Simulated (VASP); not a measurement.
# HfSi3O8 (P-4m2) in VASP: notebook

Aim: see how the results for HfSi3O8 move with the level of theory and the settings. Levels: PBE, r2SCAN. Tasks: single point.

Program: VASP 6.6.1. These are calculated values, not measurements. Logs are shortened: lines on timing, memory, paths and dates and some standing lists are left out, and cuts for length are marked.

### Step 1. The cell of the first run

It takes space group P-4m2 (No. 115, tetragonal). The conventional cell has a = 5.501 Å, b = 5.501 Å, c = 7.986 Å, α = 90.00°, β = 90.00°, γ = 90.00°. Within 2.6 Å of Hf (site symmetry -4m2) lie 4 O at 1.93 Å. Within 2.2 Å of Si (site symmetry 2mm) lie 4 O at 1.62 to 1.63 Å. Si (site symmetry -4m2) has 4 O at 1.63 Å within 2.2 Å. O (site symmetry m) has 1 Si at 1.62 Å and 1 Hf at 1.93 Å within 2.2 Å. O (site symmetry m) has 2 Si at 1.63 Å within 2.2 Å.

### Step 2. Single point, PBE

Input file INCAR:

```
PREC = Accurate
ENCUT = 520
EDIFF = 1E-6
ISMEAR = 0
SIGMA = 0.1
LREAL = F
LASPH = T
NELM = 60
ALGO = Normal
ISIF = 2
LWAVE = F
LCHARG = T
GGA = PE
LELF = T
LVHAR = T
NBANDS = 47
```

Input file KPOINTS:

```
regular mesh
0
Gamma
  4 4 2
```

Input file POSCAR:

```
HfSi3O8
1.0
    5.5014551000      0.0000000000      0.0000000000
    0.0000000000      5.5014551000      0.0000000000
    0.0000000000      0.0000000000      7.9863852000
Hf Si O
1 3 8
Direct
    0.0000000000      0.0000000000      0.5000000000
    0.5000000000      0.0000000000      0.7792900000
    0.0000000000      0.5000000000      0.2207100000
    0.5000000000      0.5000000000      0.0000000000
    0.7337650000      0.0000000000      0.6566200000
    0.2490620000      0.5000000000      0.1090850000
    0.2662350000      0.0000000000      0.6566200000
    0.7509380000      0.5000000000      0.1090850000
    0.0000000000      0.2662350000      0.3433800000
    0.5000000000      0.7509380000      0.8909150000
    0.0000000000      0.7337650000      0.3433800000
    0.5000000000      0.2490620000      0.8909150000
```

Potentials or basis: VASP PAW PBE potentials, release 64 (Hf_pv, Si, O).

Launch:

```
> cat potpaw_PBE.64/Hf_pv/POTCAR potpaw_PBE.64/Si/POTCAR potpaw_PBE.64/O/POTCAR > POTCAR
> mpirun -np 1 vasp_std > vasp.out
```

OUTCAR:

```text
PREC = Accurate
   ENCUT = 520
   EDIFF = 1E-6
   ISMEAR = 0
   LREAL = F
   LASPH = T
   NELM = 60
   ISIF = 2
   GGA = PE

 ion  position               nearest neighbor table
   1  0.000  0.000  0.500-   5 1.93   7 1.93   9 1.93  11 1.93
   2  0.500  0.000  0.779-   5 1.62   7 1.62  10 1.63  12 1.63
   3  0.000  0.500  0.221-   9 1.62  11 1.62   6 1.63   8 1.63
   4  0.500  0.500  0.000-   6 1.63   8 1.63  10 1.63  12 1.63
   5  0.734  0.000  0.657-   2 1.62   1 1.93
   6  0.249  0.500  0.109-   4 1.63   3 1.63
   7  0.266  0.000  0.657-   2 1.62   1 1.93
   8  0.751  0.500  0.109-   4 1.63   3 1.63
   9  0.000  0.266  0.343-   3 1.62   1 1.93
  10  0.500  0.751  0.891-   4 1.63   2 1.63
  11  0.000  0.734  0.343-   3 1.62   1 1.93
  12  0.500  0.249  0.891-   4 1.63   2 1.63

  LATTYP: Found a simple tetragonal cell.
 ALAT       =     5.5014551000
 C/A-ratio  =     1.4516859730

  Lattice vectors:

 A1 = (   5.5014551000,   0.0000000000,   0.0000000000)
 A2 = (   0.0000000000,   5.5014551000,   0.0000000000)
 A3 = (   0.0000000000,   0.0000000000,   7.9863852000)

Analysis of symmetry for initial positions (statically):
=====================================================================
 Subroutine PRICEL returns:
 Original cell was already a primitive cell.

 Routine SETGRP: Setting up the symmetry group for a
 simple tetragonal supercell.

 Subroutine GETGRP returns: Found  8 space group operations
 (whereof  8 operations were pure point group operations)
 out of a pool of 16 trial point group operations.

The static configuration has the point symmetry D_2d.

Analysis of symmetry for dynamics (positions and initial velocities):
=====================================================================
 Subroutine PRICEL returns:
 Original cell was already a primitive cell.

 Routine SETGRP: Setting up the symmetry group for a
 simple tetragonal supercell.

 Subroutine GETGRP returns: Found  8 space group operations
 (whereof  8 operations were pure point group operations)
 out of a pool of 16 trial point group operations.

The dynamic configuration has the point symmetry D_2d.

 Subroutine INISYM returns: Found  8 space group operations
 (whereof  8 operations are pure point group operations),
 and found     1 'primitive' translations

----------------------------------------------------------------------------------------

                                     Primitive cell

  volume of cell :     241.7160

  direct lattice vectors                    reciprocal lattice vectors
     5.501455100  0.000000000  0.000000000     0.181770092  0.000000000  0.000000000
     0.000000000  5.501455100  0.000000000     0.000000000  0.181770092  0.000000000
     0.000000000  0.000000000  7.986385200     0.000000000  0.000000000  0.125213094

  length of vectors
     5.501455100  5.501455100  7.986385200     0.181770092  0.181770092  0.125213094

  position of ions in fractional coordinates (direct lattice)
     0.000000000  0.000000000  0.500000000
     0.500000000  0.000000000  0.779290000
     0.000000000  0.500000000  0.220710000
     0.500000000  0.500000000  0.000000000
     0.733765000  0.000000000  0.656620000
     0.249062000  0.500000000  0.109085000
     0.266235000  0.000000000  0.656620000
     0.750938000  0.500000000  0.109085000
     0.000000000  0.266235000  0.343380000
     0.500000000  0.750938000  0.890915000
     0.000000000  0.733765000  0.343380000
     0.500000000  0.249062000  0.890915000

  ion indices of the primitive-cell ions
   primitive index   ion index
                 1           1
                 2           2
                 3           3
                 4           4
                 5           5
                 6           6
                 7           7
                 8           8
                 9           9
                10          10
                11          11
                12          12

----------------------------------------------------------------------------------------

 KPOINTS: regular mesh

Automatic generation of k-mesh.
 Grid dimensions read from file:
 generate k-points for:    4    4    2

 Generating k-lattice:

  Cartesian coordinates                     Fractional coordinates (reciprocal lattice)
     0.045442523  0.000000000  0.000000000     0.250000000  0.000000000  0.000000000
     0.000000000  0.045442523  0.000000000     0.000000000  0.250000000  0.000000000
     0.000000000  0.000000000  0.062606547     0.000000000  0.000000000  0.500000000

  Length of vectors
     0.045442523  0.045442523  0.062606547

  Shift w.r.t. Gamma in fractional coordinates (k-lattice)
     0.000000000  0.000000000  0.000000000

 Subroutine IBZKPT returns following result:
 ===========================================

 Found     12 irreducible k-points:

 Following reciprocal coordinates:
            Coordinates               Weight
  0.000000  0.000000  0.000000      1.000000
  0.250000  0.000000  0.000000      4.000000
  0.500000  0.000000  0.000000      2.000000
  0.250000  0.250000  0.000000      4.000000
  0.500000  0.250000  0.000000      4.000000
  0.500000  0.500000  0.000000      1.000000
  0.000000  0.000000  0.500000      1.000000
  0.250000  0.000000  0.500000      4.000000
  0.500000  0.000000  0.500000      2.000000
  0.250000  0.250000  0.500000      4.000000
  0.500000  0.250000  0.500000      4.000000
  0.500000  0.500000  0.500000      1.000000
   k-points           NKPTS =     12   k-points in BZ     NKDIM =     12   number of bands    NBANDS=     47
   number of dos      NEDOS =    301   number of ions     NIONS =     12
   total plane-waves  NPLWV = 105840
   dimension x,y,z NGX =    42 NGY =   42 NGZ =   60
   dimension x,y,z NGXF=    84 NGYF=   84 NGZF=  120
   ions per type =               1   3   8
   NGX,Y,Z   is equivalent  to a cutoff of  12.69, 12.69, 12.49 a.u.
   NGXF,Y,Z  is equivalent  to a cutoff of  25.38, 25.38, 24.98 a.u.
 SYSTEM =  unknown system
   PREC   = accura    normal or accurate (medium, high low for compatibility)
   ISTART =      0    job   : 0-new  1-cont  2-samecut
   ICHARG =      2    charge: 1-file 2-atom 10-const
   ISPIN  =      1    spin polarized calculation?
   LNONCOLLINEAR =      F non collinear calculations
   LSORBIT =      F    spin-orbit coupling
   LASPH  =      T    aspherical Exc in radial PAW
   ENCUT  =  520.0 eV  38.22 Ry    6.18 a.u.  10.23 10.23 14.85*2*pi/ulx,y,z
   NELM   =     60;   NELMIN=  2; NELMDL= -5     # of ELM steps
   EDIFF  = 0.1E-05   stopping-criterion for ELM
   LREAL  =      F    real-space projection
   EDIFFG = 0.1E-04   stopping-criterion for IOM
   NSW    =      0    number of steps for IOM
   IBRION =     -1    ionic relax: 0-MD 1-quasi-New 2-CG
   NFREE  =      0    steps in history (QN), initial steepest desc. (CG)
   ISIF   =      2    stress and relaxation
   ISYM   =      2    0-nonsym 1-usesym 2-fastsym
   POTIM  = 0.5000    time-step for ionic-motion
   TEBEG  =    0.0;   TEEND  =   0.0 temperature during run
   PSTRESS=    0.0 pullay stress
   NELECT =      70.0000    total number of electrons
   NUPDOWN=      -1.0000    fix difference up-down
   EMIN   =  10.00;   EMAX   =-10.00  energy-range for DOS
   EFERMI =   0.00;   METHOD = LEGACY
   ISMEAR =     0;   SIGMA  =   0.10  broadening in eV -4-tet -1-fermi 0-gaus
   EFERMI_NEDOS =   21; number of points for ismear=-14 and -15
   IALGO  =     38    algorithm
   IMIX   =      4    mixing-type and parameters
     AMIX     =   0.40;   BMIX     =  1.00
     AMIX_MAG =   1.60;   BMIX_MAG =  1.00
  volume/ion in A,a.u.               =      20.14       135.93
  Fermi-wavevector in a.u.,A,eV,Ry     =   1.083110  2.046780 15.961352  1.173126
  Thomas-Fermi vector in A             =   2.219168
   LORBIT       =      0    0 simple, 1 ext, 2 COOP (PROOUT), +10 PAW based schemes
   GGA     = PE    functional components
   LHFCALC =     F    Hartree Fock is set to
   AEXX    =    0.0000 exact exchange contribution
   IVDW    =     0    specifies the selected vdW correction
   LEPSILON=     F    determine dielectric tensor
   LRPA    =     F    only Hartree local field effects (RPA)
 non-spin polarized calculation
 Gauss-broadening in eV      SIGMA  =   0.10
  energy-cutoff  :      520.00
  volume of cell :      241.72
 maximum number of plane-waves:      6548
 NGX is ok and might be reduce to    42
   NGX = 21   NGY = 21   NGZ = 29

 number of electron      69.9999987 magnetization

 Free energy of the ion-electron system (eV)
  ---------------------------------------------------
  ext. energy  EPLUGINS =         0.00000000
  ---------------------------------------------------
  free energy    TOTEN  =      -100.71049377 eV

  energy without entropy =     -100.71049377  energy(sigma->0) =     -100.71049377

 E-fermi :  -1.0803     XC(G=0):  -7.0539

 val. band max:       -1.5958725034   @ k =   0.5000   0.0000   0.5000
 cond. band min:       3.0652248317   @ k =   0.0000   0.0000   0.0000
 fundamental gap:      4.6610973351
 Fermi energy:        -1.0802980177

 k-point     1 :       0.0000    0.0000    0.0000
  band No.  band energies     occupation
      1     -30.4542      2.00000
      2     -30.4542      2.00000
      3     -30.4286      2.00000
      4     -20.6233      2.00000
      5     -19.7596      2.00000
      6     -19.0796      2.00000
[... 39 lines left out ...]
     46       7.6643      0.00000
     47       7.9882      0.00000

 k-point     2 :       0.2500    0.0000    0.0000
  band No.  band energies     occupation
      1     -30.4553      2.00000
      2     -30.4542      2.00000
      3     -30.4282      2.00000
      4     -20.5448      2.00000
      5     -19.8026      2.00000
      6     -19.2544      2.00000
[... 492 lines left out ...]
 k-point    12 :       0.5000    0.5000    0.5000
  band No.  band energies     occupation
      1     -30.4563      2.00000
      2     -30.4563      2.00000
      3     -30.4270      2.00000
      4     -20.1266      2.00000
      5     -19.8598      2.00000
      6     -19.8598      2.00000
[... 39 lines left out ...]
     46       7.5920      0.00000
     47       7.6285      0.00000

------------------------ aborting loop because EDIFF is reached ----------------------------------------

  FORCE on cell =-STRESS in cart. coord.  units (eV):
  Direction    XX          YY          ZZ          XY          YZ          ZX
  --------------------------------------------------------------------------------------
  -------------------------------------------------------------------------------------
  Total       -0.3411082     -0.3411082     -0.4306453      0.0000000      0.0000000      0.0000000
  in kB       -2.2609831     -2.2609831     -2.8544658      0.0000000      0.0000000      0.0000000
  external PRESSURE =      -2.4588107 kB  Pullay stress =       0.0000000 kB

 VOLUME and BASIS-vectors are now :
 -----------------------------------------------------------------------------
  energy-cutoff  :      520.00
  volume of cell :      241.72
      direct lattice vectors                 reciprocal lattice vectors
     5.501455100  0.000000000  0.000000000     0.181770092  0.000000000  0.000000000
     0.000000000  5.501455100  0.000000000     0.000000000  0.181770092  0.000000000
     0.000000000  0.000000000  7.986385200     0.000000000  0.000000000  0.125213094

 POSITION                                       TOTAL-FORCE (eV/Angst)
 -----------------------------------------------------------------------------------
      0.00000      0.00000      3.99319        -0.000000     -0.000000     -0.000000
      2.75073      0.00000      6.22371        -0.000000     -0.000000      0.039173
      0.00000      2.75073      1.76268        -0.000000     -0.000000     -0.039173
      2.75073      2.75073      0.00000        -0.000000     -0.000000     -0.000000
      4.03678      0.00000      5.24402         0.147569     -0.000000     -0.124776
      1.37020      2.75073      0.87119        -0.003397     -0.000000      0.003778
      1.46468      0.00000      5.24402        -0.147569     -0.000000     -0.124776
      4.13125      2.75073      0.87119         0.003397     -0.000000      0.003778
      0.00000      1.46468      2.74236        -0.000000     -0.147569      0.124776
      2.75073      4.13125      7.11519        -0.000000      0.003397     -0.003778
      0.00000      4.03678      2.74236        -0.000000      0.147569      0.124776
      2.75073      1.37020      7.11519        -0.000000     -0.003397     -0.003778
 -----------------------------------------------------------------------------------
    total drift:                               -0.000000      0.000000     -0.000000

  FREE ENERGIE OF THE ION-ELECTRON SYSTEM (eV)
  ---------------------------------------------------
  free  energy   TOTEN  =      -100.7104937737 eV

  energy  without entropy=     -100.7104937737  energy(sigma->0) =     -100.71049377
```

Wall time 2.9 min (1 thread of Intel Xeon 6975P-C, shared host); peak memory 0.38 GiB.

Results:

- Free energy: -100.7105 eV
- Pressure: -0.2 GPa
- Largest force: 0.193 eV/Å
- Band gap on the k mesh: 4.66 eV, indirect (least direct gap 4.71 eV)

Forces in eV/Å, atoms in the order of the input:
```
Hf   0.000  0.000  0.000
Si   0.000  0.000  0.039
Si   0.000  0.000 -0.039
Si   0.000  0.000  0.000
O    0.148  0.000 -0.125
O   -0.003  0.000  0.004
O   -0.148  0.000 -0.125
O    0.003  0.000  0.004
O    0.000 -0.148  0.125
O    0.000  0.003 -0.004
O    0.000  0.148  0.125
O    0.000 -0.003 -0.004
```

Caveat: spin-orbit coupling is left out, which moves the levels of the heavy elements. A k mesh can miss the band edges.

### Step 3. Single point, PBE

Input file INCAR:

```
SYSTEM = HfSi3O8
  PREC = Accurate
  ENCUT = 520
  EDIFF = 1E-7
  ISMEAR = 0
  SIGMA = 0.02
  LREAL = .False.
  LASPH = .True.
  NELM = 80
  ALGO = Normal
  ISIF = 2
  LWAVE = .False.
  LCHARG = .True.
  GGA = PE
  LELF = .True.
  LVHAR = .True.
  NBANDS = 47
```

Input file KPOINTS:

```
regular mesh
0
Gamma
  4 4 4
  0 0 0
```

POSCAR is that of step 2.

Potentials or basis: VASP PAW PBE potentials, release 64 (Hf_pv, Si, O).

Launch:

```
> cat potpaw_PBE.64/Hf_pv/POTCAR potpaw_PBE.64/Si/POTCAR potpaw_PBE.64/O/POTCAR > POTCAR
> mpirun -np 1 vasp_std > vasp.out
```

It took 4.2 min on 1 thread of Intel Xeon 6975P-C, shared host; peak memory 0.42 GiB.

It converged, with:

- Free energy: -100.7105 eV
- Pressure: -0.2 GPa
- Largest force: 0.193 eV/Å
- Band gap on the k mesh: 4.66 eV, indirect (least direct gap 4.71 eV)

Forces on the atoms (eV/Å):
```
Hf   0.000  0.000  0.000
Si   0.000  0.000  0.039
Si   0.000  0.000 -0.039
Si   0.000  0.000  0.000
O    0.148  0.000 -0.125
O   -0.003  0.000  0.004
O   -0.148  0.000 -0.125
O    0.003  0.000  0.004
O    0.000 -0.148  0.125
O    0.000  0.003 -0.004
O    0.000  0.148  0.125
O    0.000 -0.003 -0.004
```

Levels at points of the mesh, in eV from the valence-band top:
```csv
k point,band 31,band 32,band 33,band 34,band 35,band 36,band 37,band 38,band 39,band 40
"(0.00, 0.00, 0.00)",-0.69,-0.69,-0.11,-0.04,-0.04,4.66,6.37,6.49,6.60,7.33
"(0.50, 0.00, 0.00)",-0.94,-0.83,-0.46,-0.45,-0.11,5.83,6.33,6.44,6.69,6.73
"(0.50, 0.50, 0.00)",-1.23,-0.82,-0.73,-0.73,-0.59,6.04,6.38,6.92,6.92,7.05
"(0.00, 0.00, 0.50)",-0.50,-0.46,-0.46,-0.16,-0.16,5.30,5.80,6.29,6.51,6.67
"(0.50, 0.00, 0.50)",-1.12,-1.00,-0.79,-0.18,0.00,5.93,6.26,6.60,6.76,6.82
"(0.50, 0.50, 0.50)",-0.90,-0.81,-0.80,-0.62,-0.62,6.13,6.55,6.87,6.87,6.97
```

Caveat: spin-orbit coupling is left out, which moves the levels of the heavy elements.

(Part 1 of 2 ends here.)
